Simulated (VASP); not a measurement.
MgZn2As2O8, 26 atoms in the cell. The typed cell holds 26 atoms: a = 5.353 Å, b = 8.585 Å, c = 9.030 Å, α = 90.00°, β = 119.76°, γ = 90.00°. 

- Program: VASP 6.6.1
- Task: single point
- Functional: PBEsol
- Potentials or basis: VASP PAW PBE potentials, release 64 (Mg, Zn, As, O)
- Cutoff: 520 eV
- k mesh: 2 × 1 × 2
- Occupations: fermi-dirac, width 0.05 eV
- Spin: no spin polarisation
- Dipole correction: no
- Further INCAR settings: LREAL = Auto; ALGO = Normal; EDIFF = 1e-06; NBANDS = 103

Potentials or basis: VASP PAW PBE potentials, release 64 (Mg, Zn, As, O).

Run with:

```sh
$ cat potpaw_PBE.64/Mg/POTCAR potpaw_PBE.64/Zn/POTCAR potpaw_PBE.64/As/POTCAR potpaw_PBE.64/O/POTCAR > POTCAR
$ mpirun -np 1 vasp_std > vasp.out
```

Hardware: 1 thread of Intel(R) Xeon(R) Platinum 8259CL CPU @ 2.50GHz (Skylake/Cascade Lake), on a shared host.

Estimate the wall time of this run.

Wall time 6.1 min on 1 thread of Intel(R) Xeon(R) Platinum 8259CL CPU @ 2.50GHz (Skylake/Cascade Lake) (shared host), peak memory 0.47 GiB. Counts: scf iterations 18, k points 4.
